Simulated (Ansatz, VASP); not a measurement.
**One calculation of CsH, two programs**

POSCAR

```
CsH
1.0
    3.3792800000      3.3792800000      0.0000000000
   -3.3792800000      3.3792800000      0.0000000000
    0.0000000000      0.0000000000      6.3052855189
Cs H
2 2
Direct
    0.0000000000      0.0000000000      0.0000000000
    0.5000000000      0.5000000000      0.5000000000
    0.5000000000      0.5000000000      0.0000000000
    0.0000000000      0.0000000000      0.5000000000
```

The input INCAR.step1:

```
SYSTEM = CsH
PREC     = Accurate       ! precision mode
ENCUT    = 520            ! plane-wave cutoff, eV
ISMEAR   = 0              ! smearing method
SIGMA    = 0.02           ! smearing width, eV
LREAL    = .FALSE.        ! projectors in reciprocal space
LASPH    = .TRUE.         ! aspherical terms in the spheres
NELM     = 80             ! most SCF steps
NBANDS   = 18             ! bands
GGA      = PE             ! functional
ALGO     = Normal         ! electronic algorithm
EDIFF    = 1E-4           ! SCF threshold, eV
LWAVE    = .TRUE.         ! write WAVECAR
LCHARG   = .FALSE.        ! write CHGCAR
```

File INCAR.step2:

```
SYSTEM = CsH
PREC     = Accurate       ! precision mode
ENCUT    = 520            ! plane-wave cutoff, eV
EDIFF    = 1E-6           ! SCF threshold, eV
ISMEAR   = 0              ! smearing method
SIGMA    = 0.02           ! smearing width, eV
LREAL    = .FALSE.        ! projectors in reciprocal space
LASPH    = .TRUE.         ! aspherical terms in the spheres
NELM     = 80             ! most SCF steps
ALGO     = Normal         ! electronic algorithm
ISIF     = 2              ! what is computed and relaxed
LWAVE    = .FALSE.        ! write WAVECAR
LCHARG   = .FALSE.        ! write CHGCAR
METAGGA  = R2SCAN         ! meta-GGA
LMIXTAU  = .TRUE.       
NBANDS   = 18             ! bands
ISTART   = 1
```

KPOINTS

```
Automatic mesh
0
G
  6 6 4
  0 0 0
```

Input for Ansatz:

```yaml
crystal:
  lattice:
    - [3.37928, 3.37928, 0.0]
    - [-3.37928, 3.37928, 0.0]
    - [0.0, 0.0, 6.3052855189]
  atoms:
    - { symbol: Cs, position: [0.0, 0.0, 0.0] }
    - { symbol: Cs, position: [0.5, 0.5, 0.5] }
    - { symbol: H, position: [0.5, 0.5, 0.0] }
    - { symbol: H, position: [0.0, 0.0, 0.5] }
basis:
  ecutwfc: 500
kpoints:
  mp_grid: { grid: [6, 6, 4] }
  band_path: { path: [VBM, CBM], npoints: 2 }
hamiltonian:
  xc: r2scan
scf:
  occupations: { method: gaussian, width: 0.02 }
output:
  forces: true
  stress: true
  eigenvalues: true
checkpoint:
  read: start.run
  write: ck
  compress: false
  write_wavefunctions: false
  write_every: 100000
```

Alike in both runs: task single point; functional r2SCAN; k mesh 6 × 6 × 4; occupations gaussian, width 0.02 eV; no spin polarisation.

```csv
,VASP,Ansatz
version,VASP 6.6.1,Ansatz 0.2.0
potentials or method,"VASP PAW PBE potentials, release 64 (Cs_sv, H), cutoff 520 eV","scalar-relativistic, plane waves, PAW"
valence electrons in the cell,20,20
```

|  | VASP | Ansatz | Ansatz less VASP |
| --- | --- | --- | --- |
| gap on the k mesh at the Fermi level (eV) | 2.74 | 2.76 | +0.013 |
| least direct gap on the mesh (eV) | 2.74 | 2.76 | +0.013 |
| pressure (GPa) | -0.7 | -0.7 | -0.01 |
| traceless stress, the component that is largest in VASP (GPa) | 0.75 | 0.73 | -0.017 |

VASP's potentials were made for PBE, not for r2SCAN. With one functional, cell and mesh, what is left measures potentials, basis and numerics.

Spin-orbit coupling is off throughout.
